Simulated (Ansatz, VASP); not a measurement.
**SrSn3Te4 in VASP and in Ansatz**

The input INCAR:

```
SYSTEM = SrSn3Te4
PREC = Accurate ; ENCUT = 520
EDIFF = 1E-6 ; ISMEAR = 0
SIGMA = 0.01 ; LREAL = .FALSE.
LASPH = .TRUE. ; NELM = 100
ALGO = Normal ; ISIF = 2
LWAVE = .FALSE. ; LCHARG = .TRUE.
GGA = PE ; LELF = .TRUE.
LVHAR = .TRUE. ; NBANDS = 48
```

The input KPOINTS:

```
Automatic mesh
0
G
  4 4 4
  0 0 0
```

POSCAR

```
SrSn3Te4
1.0
   -3.3117324471      3.3117324471      6.6473030842
    3.3117324471     -3.3117324471      6.6473030842
    3.3117324471      3.3117324471     -6.6473030842
Sn Te Sr
3 4 1
Direct
    0.7500000000      0.2500000000      0.5000000000
    0.0000000000      0.0000000000      0.0000000000
    0.2500000000      0.7500000000      0.5000000000
    0.5000000000      0.0000000000      0.5000000000
    0.7559533978      0.7559533978      0.0000000000
    0.0000000000      0.5000000000      0.5000000000
    0.2440466022      0.2440466022      0.0000000000
    0.5000000000      0.5000000000      0.0000000000
```

Input for Ansatz:

```yaml
crystal:
  lattice:
    - [-3.3117324471, 3.3117324471, 6.6473030842]
    - [3.3117324471, -3.3117324471, 6.6473030842]
    - [3.3117324471, 3.3117324471, -6.6473030842]
  atoms:
    - { symbol: Sn, position: [0.75, 0.25, 0.5] }
    - { symbol: Te, position: [0.5, 0.0, 0.5] }
    - { symbol: Sn, position: [0.0, 0.0, 0.0] }
    - { symbol: Te, position: [0.7559533978, 0.7559533978, 0.0] }
    - { symbol: Sn, position: [0.25, 0.75, 0.5] }
    - { symbol: Te, position: [0.0, 0.5, 0.5] }
    - { symbol: Sr, position: [0.5, 0.5, 0.0] }
    - { symbol: Te, position: [0.2440466022, 0.2440466022, 0.0] }
kpoints:
  mp_grid: { grid: [4, 4, 4] }
hamiltonian:
  xc: pbe
scf:
  occupations: { method: fixed }
  n_extra_bands: 6
output:
  forces: true
  stress: true
  eigenvalues: true
```

Alike in both runs: task single point; functional PBE; k mesh 4 × 4 × 4; no spin polarisation.

|  | VASP | Ansatz |
| --- | --- | --- |
| version | VASP 6.6.1 | Ansatz 0.2.0 |
| potentials or method | VASP PAW PBE potentials, release 64 (Sn_d, Te, Sr_sv) | plane waves, PAW |
| plane-wave cutoff (eV) | 520 | 420 |
| occupations | gaussian, width 0.01 eV | fixed |
| valence electrons in the cell | 76 | 116 |

|  | VASP | Ansatz | Ansatz less VASP |
| --- | --- | --- | --- |
| gap on the k mesh at the Fermi level (eV) | 0.49 | 0.49 | 0.000 |
| pressure (GPa) | -2.0 | -2.0 | 0.00 |
| rms of the force components (eV/Å) | 0.021 | 0.020 | -0.0015 |

VASP's potentials hold 76 valence electrons a cell and Ansatz's 116, so a difference there can come from the potentials and not from the codes.

Spin-orbit coupling is off throughout.
